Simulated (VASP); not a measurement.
Wanted: the native input for a VASP 6.6.1 run.

```
Task                   : single point
Functional             : LDA
Potentials or basis    : VASP PAW LDA potentials, release 64 (K_sv, Zr_sv, O)
Cutoff                 : 520 eV
k mesh                 : 6 × 6 × 6
Occupations            : gaussian, width 0.05 eV
Spin                   : no spin polarisation
Dipole correction      : no
Further INCAR settings : ALGO = Normal; EDIFF = 1e-07; NBANDS = 28
```

The structure of KZrO3 lies in POSCAR:

```
KZrO3
1.0
    4.1305666474      0.0000000000      0.0000000000
    0.0000000000      4.1305666474      0.0000000000
    0.0000000000      0.0000000000      4.1305666474
K Zr O
1 1 3
Direct
    0.0000000000      0.0000000000      0.0000000000
    0.5000000000      0.5000000000      0.5000000000
    0.5000000000      0.5000000000      0.0000000000
    0.5000000000      0.0000000000      0.5000000000
    0.0000000000      0.5000000000      0.5000000000
```

These files were run (other wordings do the same):

INCAR

```
  PREC = Accurate
  ENCUT = 520
  EDIFF = 1E-7
  ISMEAR = 0
  SIGMA = 0.05
  LREAL = F
  LASPH = T
  NELM = 100
  ALGO = Normal
  ISIF = 2
  LWAVE = F
  LCHARG = F
  GGA = CA
  NBANDS = 28
```

KPOINTS

```
Automatic mesh
0
Gamma
  6 6 6
```

Potentials or basis: VASP PAW LDA potentials, release 64 (K_sv, Zr_sv, O).

The run is started by

```console
$ cat potpaw_LDA.64/K_sv/POTCAR potpaw_LDA.64/Zr_sv/POTCAR potpaw_LDA.64/O/POTCAR > POTCAR
$ mpirun -np 1 vasp_std > vasp.out
```

It gave:

* Pressure: 0.5 GPa
* Band gap on the k mesh: zero (an odd number of electrons rules out a gap without spin polarisation)

Caveat: an odd number of electrons without spin polarisation forces a metal; a magnetic or distorted state may lie lower.

It took 21 s on 1 thread of AMD EPYC 9R45 96-Core Processor (Zen 5), on a shared host, peak memory 0.14 GiB.
